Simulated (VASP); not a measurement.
# Si22GeC24 (a cell with a defect) in VASP: further runs

The runs below take Si22GeC24 (a cell with a defect) through single point, with PBE.

Program: VASP 6.6.1. These are calculated values, not measurements. Logs are shortened: lines on timing, memory, paths and dates and some standing lists are left out, and cuts for length are marked.

## (1) The cell of the first run

The cell holds a defect, 47 atoms: a = 6.162 Å, b = 5.336 Å, c = 15.125 Å, α = 90.00°, β = 90.00°, γ = 90.00°.

## (2) Single point, PBE

File INCAR:

```
SYSTEM = Si22GeC24
  PREC = Accurate
  ENCUT = 520
  EDIFF = 1E-6
  ISMEAR = 0
  SIGMA = 0.02
  LREAL = Auto
  LASPH = .TRUE.
  NELM = 80
  ALGO = Normal
  ISIF = 2
  LWAVE = .FALSE.
  LCHARG = .TRUE.
  GGA = PE
  LELF = .TRUE.
  LVHAR = .TRUE.
  NELECT = 196.0
  NBANDS = 128
```

File KPOINTS:

```
Automatic mesh
0
G
  2 2 1
  0 0 0
```

File POSCAR:

```
Si22GeC24
1.0
   -3.0810000000     -5.3364490000      0.0000000000
    4.6215000000     -2.6682240000      0.0000000000
    0.0000000000      0.0000000000     15.1248000000
Si C Ge
22 24 1
Direct
    0.7537128199      0.5060868112     -0.0019948032
    0.7537779624      0.4915529379      0.5058989210
    0.5064220667      0.3485380045      0.1640790622
    0.5019211529      0.6597775770      0.6690569793
    0.4954019587      0.6862484983      0.3288970433
    0.5027996326      0.3304004475      0.8320222416
    0.5039350799      0.0089059789     -0.0016478234
    0.4922386464     -0.0136249552      0.5016923199
    0.2573429897      0.8467479717      0.1645201259
    0.2470448889      0.1556921568      0.6665735745
    0.2637872985      0.2132510368      0.3250667116
    0.2539820086      0.8319994739      0.8335884772
    0.2551013713      0.5062196960     -0.0018982730
    0.2540968220      0.4834452686      0.5030286681
    0.0062458415      0.3417008412      0.1626537210
    0.0037622440      0.6553909929      0.6709545250
    0.0026328154      0.3309059189      0.8333505236
    0.0043662199      0.0057730874     -0.0015614091
   -0.0058494010     -0.0418742842      0.5025111737
    0.7516258137      0.8455625083      0.1643563551
    0.7516270130      0.1577201833      0.6666940389
    0.7536746897      0.8324580155      0.8331271157
    0.5053895906      0.3410081854      0.0405434783
    0.5008200120      0.6549058654      0.5451363324
    0.5034517095      0.6799075445      0.2059758146
    0.4991587514      0.3232325248      0.7065231276
    0.7652348722      0.6016054617      0.3847528562
    0.7518663294      0.4969259247      0.8733774331
    0.2549322953      0.8409705511      0.0389152253
    0.2389745090      0.1463406821      0.5393974796
    0.2535878959      0.1796367645      0.2047115995
    0.2522019273      0.8248214082      0.7095796969
    0.4769214709      0.0177589639      0.3754701550
    0.5033287961     -0.0029035982      0.8739743997
    0.0052187181      0.3414378168      0.0385448403
    0.0058298742      0.6404193103      0.5484681450
    0.0058347457      0.6775548743      0.1897337485
   -0.0001129503      0.3221220383      0.7092852137
    0.2891772368      0.5003899311      0.3804396091
    0.2528050420      0.4966182699      0.8735929070
    0.7548665927      0.8411561121      0.0389005474
    0.7461391037      0.1507912103      0.5378961044
    0.7559670424      0.1808976431      0.2037818682
    0.7523324128      0.8257771641      0.7086317174
   -0.1110550374     -0.1689526280      0.3916324844
    0.0033555653     -0.0029681928      0.8739890114
    0.7710911005      0.1423147637      0.3287468264
```

Potentials or basis: VASP PAW PBE potentials, release 64 (Si, C, Ge_d).

Run with:

```bash
$ cat potpaw_PBE.64/Si/POTCAR potpaw_PBE.64/C/POTCAR potpaw_PBE.64/Ge_d/POTCAR > POTCAR
$ mpirun -np 1 vasp_std > vasp.out
```

OUTCAR:

```text
SYSTEM = Si22GeC24
   PREC = Accurate
   ENCUT = 520
   EDIFF = 1E-6
   ISMEAR = 0
   LREAL = Auto
   LASPH = .TRUE.
   NELM = 80
   ISIF = 2
   GGA = PE
   NELECT = 196.0

 ion  position               nearest neighbor table
   1  0.754  0.506  0.998-  23 1.88  35 1.88  28 1.89  41 1.89  22 3.04   3 3.06  15 3.06   7 3.07
                            17 3.07  13 3.07  18 3.08  18 3.08  13 3.09   7 3.09   6 3.09  20 3.10
   2  0.754  0.492  0.506-  36 1.86  24 1.88  42 1.88  27 1.93  19 2.90  21 3.01   4 3.05  16 3.06
                            14 3.08  14 3.08   8 3.09   8 3.14
   3  0.506  0.349  0.164-  23 1.87  43 1.88  25 1.88  31 1.90  11 2.95  20 3.05   1 3.06  13 3.07
                             9 3.07   5 3.08  20 3.08  15 3.08  15 3.08   9 3.09   7 3.09
   4  0.502  0.660  0.669-  24 1.87  32 1.88  44 1.88  26 1.88   6 3.03   2 3.05  12 3.06  22 3.07
                            16 3.07  21 3.07   8 3.07  10 3.08  14 3.09  21 3.09  16 3.09  10 3.12
   5  0.495  0.686  0.329-  39 1.79  25 1.86  33 1.91  27 1.92  11 2.90  47 2.97   9 3.01   8 3.07
                            20 3.07   3 3.08
   6  0.503  0.330  0.832-  28 1.88  40 1.89  34 1.89  26 1.90   4 3.03   7 3.05  12 3.07  22 3.07
                            21 3.07  17 3.08  17 3.08  12 3.08  13 3.09  22 3.09   1 3.09  10 3.10
   7  0.504  0.009  0.998-  29 1.88  34 1.88  23 1.88  41 1.89   6 3.05   9 3.06  20 3.06  13 3.06
                             1 3.07  12 3.08  18 3.08  22 3.08  18 3.08  13 3.09   3 3.09   1 3.09
   8  0.492  0.986  0.502-  30 1.87  42 1.88  24 1.89  33 1.92  14 3.03  10 3.05  14 3.06   5 3.07
                            19 3.07   4 3.07   2 3.09  19 3.10  21 3.10   2 3.14
   9  0.257  0.847  0.165-  37 1.83  25 1.87  31 1.88  29 1.90   5 3.01  20 3.05  15 3.06   7 3.06
                             3 3.07  18 3.08   3 3.09  13 3.10  15 3.11  20 3.12  11 3.12
  10  0.247  0.156  0.667-  38 1.88  32 1.88  26 1.89  30 1.92  14 3.03   8 3.05  21 3.05  16 3.06
                            12 3.06  16 3.06   4 3.08  17 3.08   6 3.10  21 3.11  19 3.11   4 3.12
  11  0.264  0.213  0.325-  39 1.75  31 1.83  33 1.84   5 2.90   3 2.95  15 3.00  14 3.05   9 3.12

  12  0.254  0.832  0.834-  34 1.87  32 1.88  46 1.88  40 1.89  13 3.04  16 3.05  10 3.06   4 3.06
                             6 3.07  18 3.07   7 3.08  22 3.08  17 3.08  22 3.08   6 3.08  17 3.09
  13  0.255  0.506  0.998-  35 1.88  40 1.88  23 1.89  29 1.89  12 3.04  15 3.05   7 3.06   3 3.07
                             1 3.07  18 3.08  17 3.08  18 3.09   6 3.09   1 3.09   7 3.09   9 3.10
  14  0.254  0.483  0.503-  39 1.87  36 1.87  30 1.88  24 1.89  19 3.00  10 3.03   8 3.03  11 3.05
                             8 3.06   2 3.08   2 3.08   4 3.09  16 3.11
  15  0.006  0.342  0.163-  37 1.84  31 1.86  43 1.87  35 1.88  11 3.00  13 3.05   9 3.06  18 3.06
                             1 3.06  20 3.08   3 3.08   3 3.08   9 3.11  20 3.11
  16  0.004  0.655  0.671-  36 1.85  38 1.87  32 1.87  44 1.88  17 3.01  19 3.02  22 3.05  12 3.05
                            10 3.06   2 3.06  10 3.06   4 3.07  21 3.08   4 3.09  21 3.10  14 3.11
  17  0.003  0.331  0.833-  38 1.88  40 1.88  28 1.88  46 1.88  16 3.01  18 3.04   1 3.07  22 3.07
                             6 3.08  12 3.08   6 3.08  13 3.08  10 3.08  22 3.08  12 3.09  21 3.10
  18  0.004  0.006  0.998-  41 1.87  29 1.88  46 1.88  35 1.89  17 3.04  15 3.06  12 3.07  20 3.07
                             9 3.08   7 3.08  22 3.08  13 3.08   1 3.08   7 3.08   1 3.08  13 3.09
  19  0.994  0.958  0.503-  36 1.83  30 1.90  42 1.92  45 1.92   2 2.90  14 3.00  16 3.02   8 3.07
                            21 3.09   8 3.10  10 3.11
  20  0.752  0.846  0.164-  37 1.85  25 1.88  43 1.89  41 1.90  47 2.95   9 3.05   3 3.05   7 3.06
                             5 3.07  18 3.07  15 3.08   3 3.08   1 3.10  15 3.11   9 3.12
[... 266 lines left out ...]
   LRPA    =     F    only Hartree local field effects (RPA)
 non-spin polarized calculation
 Gauss-broadening in eV      SIGMA  =   0.02
  energy-cutoff  :      520.00
  volume of cell :      497.35
 maximum number of plane-waves:     13440
 NGX is ok and might be reduce to    48
   NGX = 23   NGY = 19   NGZ = 57

 number of electron     196.0000011 magnetization

 Free energy of the ion-electron system (eV)
  ---------------------------------------------------
  ext. energy  EPLUGINS =         0.00000000
  ---------------------------------------------------
  free energy    TOTEN  =      -360.18968522 eV

  energy without entropy =     -360.18584033  energy(sigma->0) =     -360.18776278

 E-fermi :   7.7953     XC(G=0): -11.2070

 val. band max:        7.7827036753   @ k =   0.0000   0.0000   0.0000
 cond. band min:       7.8078353520   @ k =   0.0000   0.5000   0.0000
 fundamental gap:      0.0251316767
 Fermi energy:         7.7953145105

 k-point     1 :       0.0000    0.0000    0.0000
  band No.  band energies     occupation
      1     -16.8317      2.00000
      2     -16.8120      2.00000
      3     -16.8092      2.00000
      4     -16.7308      2.00000
      5     -16.7006      2.00000
      6      -7.8261      2.00000
[... 441 lines left out ...]
    109      12.0419      0.00000
    110      12.1487      0.00000
 [bands above 110 left out]

------------------------ aborting loop because EDIFF is reached ----------------------------------------

  FORCE on cell =-STRESS in cart. coord.  units (eV):
  Direction    XX          YY          ZZ          XY          YZ          ZX
  --------------------------------------------------------------------------------------
  -------------------------------------------------------------------------------------
  Total       -8.7498626    -11.4597384     -2.1910585      4.2298738      3.7596918     -5.0100938
  in kB      -28.1869535    -36.9165926     -7.0583123     13.6261862     12.1115341    -16.1395997
  external PRESSURE =     -24.0539528 kB  Pullay stress =       0.0000000 kB

 VOLUME and BASIS-vectors are now :
 -----------------------------------------------------------------------------
  energy-cutoff  :      520.00
  volume of cell :      497.35
      direct lattice vectors                 reciprocal lattice vectors
    -3.081000000 -5.336449000  0.000000000    -0.081142475 -0.140542903  0.000000000
     4.621500000 -2.668224000  0.000000000     0.162284980 -0.093695269  0.000000000
     0.000000000  0.000000000 15.124800000     0.000000000  0.000000000  0.066116577

 POSITION                                       TOTAL-FORCE (eV/Angst)
 -----------------------------------------------------------------------------------
      0.01669     -5.37250     15.09463        -0.062922     -0.045669     -0.091618
     -0.05068     -5.33407      7.65162        -0.183208      0.043272      0.072044
      0.05048     -3.63247      2.48166         0.084963      0.072644     -0.235035
      1.50274     -4.43891     10.11935        -0.080219      0.052467      0.102004
      1.64516     -4.47475      4.97450         0.365549     -0.579208     -0.020755
     -0.02218     -3.56475     12.58417        -0.024347      0.101457     -0.009321
[... 39 lines left out ...]
      4.59744     -2.67821     13.21891         0.108002     -0.080752      0.041160
     -1.71802     -4.49462      4.97223         0.354368      0.480412      0.795841
 -----------------------------------------------------------------------------------
    total drift:                               -0.002389     -0.004562      0.023578

  FREE ENERGIE OF THE ION-ELECTRON SYSTEM (eV)
  ---------------------------------------------------
  free  energy   TOTEN  =      -360.1896852249 eV

  energy  without entropy=     -360.1858403293  energy(sigma->0) =     -360.18776278
```

OSZICAR:

```text
N       E                     dE             d eps       ncg     rms          rms(c)
DAV:   1     0.111167472901E+04    0.11117E+04   -0.83338E+04  1248   0.167E+03
DAV:   2    -0.195423380591E+03   -0.13071E+04   -0.12026E+04  1224   0.462E+02
[... 14 lines left out ...]
DAV:  17    -0.360189757902E+03   -0.35604E-04   -0.42120E-04  1168   0.557E-02    0.914E-02
DAV:  18    -0.360189686537E+03    0.71364E-04   -0.93344E-05  1360   0.323E-02    0.314E-02
DAV:  19    -0.360189685967E+03    0.57015E-06   -0.82818E-05  1152   0.214E-02    0.130E-02
DAV:  20    -0.360189686997E+03   -0.10299E-05   -0.11157E-05  1264   0.988E-03    0.134E-02
DAV:  21    -0.360189685424E+03    0.15736E-05   -0.30728E-06   752   0.506E-03    0.816E-03
DAV:  22    -0.360189685225E+03    0.19860E-06   -0.56330E-07   608   0.289E-03
   1 F= -.36018969E+03 E0= -.36018776E+03  d E =-.384490E-02
```

stdout:

```text
POSCAR found type information on POSCAR SiC Ge
 POSCAR found :  3 types and      47 ions
 scaLAPACK will be used
 LDA part: xc-table for (Slater+PW92), standard interpolation
 POSCAR, INCAR and KPOINTS ok, starting setup
 FFT: planning ... GRIDC
 FFT: planning ... GRID_SOFT
 FFT: planning ... GRID
 WAVECAR not read
 entering main loop
 the old and the new charge density differ
 old charge density:   198.00000 new  196.00000
    0.419E+01
```

It took 8.7 min on 1 thread of Intel Xeon Platinum 8259CL at 2.50GHz (Skylake/Cascade Lake), shared host; peak memory 0.56 GiB.

Results:

```
Free energy   : -360.1897 eV
Largest force : 1.232 eV/Å
```

Forces on the atoms (eV/Å):
```
Si  -0.063 -0.046 -0.092
Si  -0.183  0.043  0.072
Si   0.085  0.073 -0.235
Si  -0.080  0.052  0.102
Si   0.366 -0.579 -0.021
Si  -0.024  0.101 -0.009
Si  -0.075 -0.105 -0.053
Si   0.133 -0.132 -0.208
Si  -0.082  0.002 -0.054
Si   0.009  0.037  0.122
Si  -1.112  0.185 -0.122
Si  -0.112  0.091  0.047
Si  -0.054 -0.030 -0.046
Si   0.041 -0.105  0.011
Si   0.051 -0.007 -0.198
Si  -0.084  0.043  0.088
Si  -0.136  0.105  0.028
Si  -0.095 -0.015 -0.081
Si   0.444 -0.008  0.379
Si  -0.220  0.101 -0.174
Si   0.001  0.072 -0.075
Si  -0.144  0.131  0.017
C    0.054  0.068  0.094
C   -0.003  0.016 -0.311
C   -0.168 -0.151  0.144
C    0.002 -0.048 -0.030
C    0.347 -1.180 -0.065
C    0.133 -0.120 -0.022
C    0.024  0.093  0.144
C   -0.128 -0.037 -0.098
C    0.033 -0.024  0.020
C    0.069 -0.022 -0.067
C   -0.060  0.263 -0.240
C    0.154 -0.090  0.024
C   -0.016  0.083 -0.013
C   -0.074  0.025  0.188
C    0.226 -0.055  0.151
C   -0.001 -0.007 -0.027
C    0.676  0.546  0.471
C    0.105 -0.121 -0.030
C    0.026  0.076  0.090
C   -0.096 -0.097  0.139
C    0.073  0.002 -0.507
C    0.017  0.022 -0.049
C   -0.519  0.347 -0.344
C    0.108 -0.081  0.041
Ge   0.354  0.480  0.796
```

Levels at points of the mesh, in eV from the Fermi level:
```
           k point  band 94  band 95  band 96  band 97  band 98  band 99  band 100  band 101  band 102  band 103
(0.00, 0.00, 0.00)    -0.41    -0.41    -0.04    -0.01     0.05     0.18      0.66      1.64      2.22      2.41
(0.50, 0.00, 0.00)    -1.02    -0.92    -0.67    -0.58    -0.24     0.14      0.57      0.97      3.00      3.29
(0.00, 0.50, 0.00)    -0.91    -0.71    -0.64    -0.56    -0.45     0.01      0.28      1.69      2.10      2.27
(0.50, 0.50, 0.00)    -1.11    -1.04    -0.93    -0.75    -0.49    -0.31      0.16      1.68      2.43      3.44
```

Caveat: the k points lie up to 0.59 Å⁻¹ apart; the cell carries a net charge on a neutralising background, which shifts energy and pressure; the cell is charged against a uniform background, so pressure and absolute levels hang on convention.

(Part 1 of 2 ends here.)
